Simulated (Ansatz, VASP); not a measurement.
# Ag: VASP beside Ansatz

```
Ag
1.0
    -1.61256    1.61256    1.61256
     1.61256   -1.61256    1.61256
     1.61256    1.61256   -1.61256
Ag
1
Direct
  0.00000 0.00000 0.00000
```

Alike in both runs: task relaxation of cell and atoms; functional PBEsol; k mesh 20 × 20 × 20; occupations fermi-dirac, width 0.15 eV; no spin polarisation.

|  | VASP | Ansatz |
| --- | --- | --- |
| version | VASP 6.6.1 | Ansatz 0.2.0 |
| potentials or method | VASP PAW PBE potentials, release 64 (Ag), cutoff 600 eV | scalar-relativistic, plane waves, PAW |
| valence electrons in the cell | 11 | 19 |

|  | VASP | Ansatz | Ansatz less VASP |
| --- | --- | --- | --- |
| gap on the k mesh at the Fermi level, each at its own relaxed structure (eV) | none | none | - |
| relaxed volume (Å³/atom) | 16.74 | 16.78 | +0.034 |
| relaxed length of the cell vector where the two differ most in proportion (Å) | 2.791 | 2.793 | +0.0019 |

VASP's potentials were made for PBE, not for PBEsol. A gap of «none» marks a metal or a gap that the smearing closes. VASP's potentials hold 11 valence electrons a cell and Ansatz's 19, so a difference there can come from the potentials and not from the codes.
